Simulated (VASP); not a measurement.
# NaI (rocksalt type) in VASP: a series of runs

The runs below take NaI (rocksalt type) through single point, relaxation of cell and atoms, with PBE.

All numbers are computed with VASP 6.6.1; they aren't measurements. Logs are shortened: lines on timing, memory, paths and dates and some standing lists are left out, and cuts for length are marked.

### 1 The cell of the first run

Symmetry: Fm-3m, No. 225, cubic system. The conventional cell has a = 6.528 Å, b = 6.528 Å, c = 6.528 Å, α = 90.00°, β = 90.00°, γ = 90.00°. Na (site symmetry m-3m) has 6 I at 3.26 Å within 4.3 Å. I (site symmetry m-3m) has 6 Na at 3.26 Å within 4.3 Å.

### 2 Single point, PBE

INCAR reads:

```
SYSTEM = NaI
PREC     = Accurate       ! precision mode
ENCUT    = 520            ! plane-wave cutoff, eV
EDIFF    = 1E-6           ! SCF threshold, eV
ISMEAR   = -1             ! smearing method
SIGMA    = 0.08           ! smearing width, eV
LREAL    = .False.        ! projectors in reciprocal space
LASPH    = .True.         ! aspherical terms in the spheres
NELM     = 60             ! most SCF steps
ALGO     = Normal         ! electronic algorithm
ISIF     = 2              ! what is computed and relaxed
LWAVE    = .False.        ! write WAVECAR
LCHARG   = .False.        ! write CHGCAR
GGA      = PE             ! functional
NBANDS   = 14             ! bands
```

KPOINTS reads:

```
Automatic mesh
0
Gamma
  11 11 11
  0 0 0
```

POSCAR reads:

```
NaI
1.0
    0.0000000000      3.2642389549      3.2642389549
    3.2642389549      0.0000000000      3.2642389549
    3.2642389549      3.2642389549      0.0000000000
Na I
1 1
Direct
    0.0000000000      0.0000000000      0.0000000000
    0.5000000000      0.5000000000      0.5000000000
```

Potentials or basis: VASP PAW PBE potentials, release 64 (Na_pv, I).

Run with:

```
$ cat potpaw_PBE.64/Na_pv/POTCAR potpaw_PBE.64/I/POTCAR > POTCAR
$ mpirun -np 1 vasp_std > vasp.out
```

OUTCAR:

```text
SYSTEM = NaI
   PREC = Accurate
   ENCUT = 520
   EDIFF = 1E-6
   ISMEAR = -1
   LREAL = .False.
   LASPH = .True.
   NELM = 60
   ISIF = 2
   GGA = PE

 ion  position               nearest neighbor table
   1  0.000  0.000  0.000-
   2  0.500  0.500  0.500-

  LATTYP: Found a face centered cubic cell.
 ALAT       =     6.5284779098

  Lattice vectors:

 A1 = (   0.0000000000,   3.2642389549,   3.2642389549)
 A2 = (   3.2642389549,   0.0000000000,   3.2642389549)
 A3 = (   3.2642389549,   3.2642389549,   0.0000000000)

Analysis of symmetry for initial positions (statically):
=====================================================================
 Subroutine PRICEL returns:
 Original cell was already a primitive cell.

 Routine SETGRP: Setting up the symmetry group for a
 face centered cubic supercell.

 Subroutine GETGRP returns: Found 48 space group operations
 (whereof 48 operations were pure point group operations)
 out of a pool of 48 trial point group operations.

The static configuration has the point symmetry O_h .

Analysis of symmetry for dynamics (positions and initial velocities):
=====================================================================
 Subroutine PRICEL returns:
 Original cell was already a primitive cell.

 Routine SETGRP: Setting up the symmetry group for a
 face centered cubic supercell.

 Subroutine GETGRP returns: Found 48 space group operations
 (whereof 48 operations were pure point group operations)
 out of a pool of 48 trial point group operations.

The dynamic configuration has the point symmetry O_h .

 Subroutine INISYM returns: Found 48 space group operations
 (whereof 48 operations are pure point group operations),
 and found     1 'primitive' translations

----------------------------------------------------------------------------------------

                                     Primitive cell

  volume of cell :      69.5626

  direct lattice vectors                    reciprocal lattice vectors
     0.000000000  3.264238955  3.264238955    -0.153175061  0.153175061  0.153175061
     3.264238955  0.000000000  3.264238955     0.153175061 -0.153175061  0.153175061
     3.264238955  3.264238955  0.000000000     0.153175061  0.153175061 -0.153175061

  length of vectors
     4.616331001  4.616331001  4.616331001     0.265306988  0.265306988  0.265306988

  position of ions in fractional coordinates (direct lattice)
     0.000000000  0.000000000  0.000000000
[... 80 lines left out ...]
   EDIFFG = 0.1E-04   stopping-criterion for IOM
   NSW    =      0    number of steps for IOM
   IBRION =     -1    ionic relax: 0-MD 1-quasi-New 2-CG
   NFREE  =      0    steps in history (QN), initial steepest desc. (CG)
   ISIF   =      2    stress and relaxation
   ISYM   =      2    0-nonsym 1-usesym 2-fastsym
   POTIM  = 0.5000    time-step for ionic-motion
   TEBEG  =    0.0;   TEEND  =   0.0 temperature during run
   PSTRESS=    0.0 pullay stress
   NELECT =      14.0000    total number of electrons
   NUPDOWN=      -1.0000    fix difference up-down
   EMIN   =  10.00;   EMAX   =-10.00  energy-range for DOS
   EFERMI =   0.00;   METHOD = LEGACY
   ISMEAR =    -1;   SIGMA  =   0.08  broadening in eV -4-tet -1-fermi 0-gaus
   EFERMI_NEDOS =   21; number of points for ismear=-14 and -15
   IALGO  =     38    algorithm
   IMIX   =      4    mixing-type and parameters
     AMIX     =   0.40;   BMIX     =  1.00
     AMIX_MAG =   1.60;   BMIX_MAG =  1.00
  volume/ion in A,a.u.               =      34.78       234.72
  Fermi-wavevector in a.u.,A,eV,Ry     =   0.959383  1.812972 12.523029  0.920417
  Thomas-Fermi vector in A             =   2.088575
   LORBIT       =      0    0 simple, 1 ext, 2 COOP (PROOUT), +10 PAW based schemes
   GGA     = PE    functional components
   LHFCALC =     F    Hartree Fock is set to
   AEXX    =    0.0000 exact exchange contribution
   IVDW    =     0    specifies the selected vdW correction
   LEPSILON=     F    determine dielectric tensor
   LRPA    =     F    only Hartree local field effects (RPA)
 non-spin polarized calculation
  energy-cutoff  :      520.00
  volume of cell :       69.56
 maximum number of plane-waves:      1893
   NGX = 17   NGY = 17   NGZ = 17

 number of electron      13.9999993 magnetization

 Free energy of the ion-electron system (eV)
  ---------------------------------------------------
  ext. energy  EPLUGINS =         0.00000000
  ---------------------------------------------------
  free energy    TOTEN  =        -5.38756188 eV

  energy without entropy =       -5.38756188  energy(sigma->0) =       -5.38756188

 E-fermi :   2.4266     XC(G=0):  -7.6019

 val. band max:        0.6309695211   @ k =   0.0000   0.0000   0.0000
 cond. band min:       4.2046429903   @ k =   0.0000   0.0000   0.0000
 fundamental gap:      3.5736734692
 Fermi energy:         2.4265827886

 k-point     1 :       0.0000    0.0000    0.0000
  band No.  band energies     occupation
      1     -21.8404      2.00000
      2     -21.8404      2.00000
      3     -21.8404      2.00000
      4     -10.3225      2.00000
      5       0.6310      2.00000
      6       0.6310      2.00000
      7       0.6310      2.00000
      8       4.2046      0.00000
      9       8.5593      0.00000
     10       8.5593      0.00000
     11       8.5593      0.00000
     12      10.3358      0.00000
     13      10.3358      0.00000
     14      11.0460      0.00000
[... 377 lines left out ...]
      1     -21.8428      2.00000
      2     -21.8413      2.00000
      3     -21.8404      2.00000
      4     -10.1372      2.00000
      5      -0.6896      2.00000
      6       0.1026      2.00000
      7       0.4978      2.00000
      8       6.1085      0.00000
      9       7.7434      0.00000
     10       8.0195      0.00000
     11       8.7668      0.00000
     12       9.4109      0.00000
     13      11.5360      0.00000
     14      12.6338      0.00000

 [... further k-points ...]
[... 5 lines left out ...]
  --------------------------------------------------------------------------------------
  -------------------------------------------------------------------------------------
  Total        0.0123476      0.0123476      0.0123476      0.0000000      0.0000000      0.0000000
  in kB        0.2843918      0.2843918      0.2843918      0.0000000      0.0000000      0.0000000
  external PRESSURE =       0.2843918 kB  Pullay stress =       0.0000000 kB

 VOLUME and BASIS-vectors are now :
 -----------------------------------------------------------------------------
  energy-cutoff  :      520.00
  volume of cell :       69.56
      direct lattice vectors                 reciprocal lattice vectors
     0.000000000  3.264238955  3.264238955    -0.153175061  0.153175061  0.153175061
     3.264238955  0.000000000  3.264238955     0.153175061 -0.153175061  0.153175061
     3.264238955  3.264238955  0.000000000     0.153175061  0.153175061 -0.153175061

 POSITION                                       TOTAL-FORCE (eV/Angst)
 -----------------------------------------------------------------------------------
      0.00000      0.00000      0.00000         0.000000     -0.000000      0.000000
      3.26424      3.26424      3.26424        -0.000000      0.000000     -0.000000
 -----------------------------------------------------------------------------------
    total drift:                                0.000000      0.000000      0.000000

  FREE ENERGIE OF THE ION-ELECTRON SYSTEM (eV)
  ---------------------------------------------------
  free  energy   TOTEN  =        -5.3875618847 eV

  energy  without entropy=       -5.3875618846  energy(sigma->0) =       -5.38756188
```

OSZICAR:

```text
N       E                     dE             d eps       ncg     rms          rms(c)
DAV:   1     0.820686024523E+02    0.82069E+02   -0.65839E+03  1580   0.894E+02
DAV:   2     0.124541749554E+01   -0.80823E+02   -0.75299E+02  1648   0.218E+02
DAV:   3    -0.528881395291E+01   -0.65342E+01   -0.64885E+01  2030   0.595E+01
DAV:   4    -0.545534467237E+01   -0.16653E+00   -0.16649E+00  2008   0.982E+00
DAV:   5    -0.545901774947E+01   -0.36731E-02   -0.36730E-02  2100   0.138E+00    0.160E+00
DAV:   6    -0.539456214878E+01    0.64456E-01   -0.75183E-02  1868   0.158E+00    0.108E+00
DAV:   7    -0.538538292159E+01    0.91792E-02   -0.67030E-02  2006   0.132E+00    0.614E-01
DAV:   8    -0.538758597347E+01   -0.22031E-02   -0.56329E-03  1820   0.586E-01    0.178E-01
DAV:   9    -0.538754609289E+01    0.39881E-04   -0.20717E-04  1856   0.123E-01    0.425E-02
DAV:  10    -0.538756096826E+01   -0.14875E-04   -0.38698E-05  1952   0.612E-02    0.104E-02
DAV:  11    -0.538756188469E+01   -0.91643E-06   -0.41952E-06  2054   0.192E-02
   1 F= -.53875619E+01 E0= -.53875619E+01  d E =-.493592E-10
```

stdout:

```text
POSCAR found type information on POSCAR NaI
 POSCAR found :  2 types and       2 ions
 scaLAPACK will be used
 LDA part: xc-table for (Slater+PW92), standard interpolation
 POSCAR, INCAR and KPOINTS ok, starting setup
 FFT: planning ... GRIDC
 FFT: planning ... GRID_SOFT
 FFT: planning ... GRID
 WAVECAR not read
 entering main loop
```

Wall time 47 s (1 thread of Oxide Virtual Turin-like, shared host); peak memory 0.19 GiB.

What came out:

* Free energy: -5.3876 eV
* Pressure: 0.0 GPa
* Band gap on the k mesh: 3.57 eV

Levels at points of the mesh, in eV from the valence-band top:
| k point | band 5 | band 6 | band 7 | band 8 | band 9 | band 10 |
| --- | --- | --- | --- | --- | --- | --- |
| (0.00, 0.00, 0.00) | 0.00 | 0.00 | 0.00 | 3.57 | 7.93 | 7.93 |

Caveat: spin-orbit coupling is left out, which moves the levels of the heavy elements; an odd mesh through Γ misses points on the zone boundary, where band edges can lie.

[end of part 1 of 2]
